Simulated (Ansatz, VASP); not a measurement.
Two plane-wave programs on CsH

```
Cs H
1.0
     3.12424    3.12424    0.00000
    -3.12424    3.12424    0.00000
     0.00000    0.00000    6.24848
Cs H
2 2
Direct
  0.00000 0.00000 0.00000
  0.50000 0.50000 0.50000
  0.50000 0.50000 0.00000
  0.00000 0.00000 0.50000
```

Change from the starting cell: equal strain along all axes, cell held, atoms relaxed: -2.0 %.

Alike in both runs: task single point; functional r2SCAN; k mesh 6 × 6 × 4; occupations gaussian, width 0.02 eV; no spin polarisation.

|  | VASP | Ansatz |
| --- | --- | --- |
| version | VASP 6.6.1 | Ansatz 0.2.0 |
| potentials or method | VASP PAW PBE potentials, release 64 (Cs_sv, H), cutoff 520 eV | scalar-relativistic, plane waves, PAW |
| valence electrons in the cell | 20 | 20 |

```csv
,VASP,Ansatz,Ansatz less VASP
gap on the k mesh at the Fermi level (eV),2.59,2.61,+0.020
least direct gap on the mesh (eV),2.59,2.61,+0.020
pressure (GPa),0.7,0.7,-0.04
```

VASP's potentials were made for PBE, not for r2SCAN.

Neither program's run includes spin-orbit coupling.
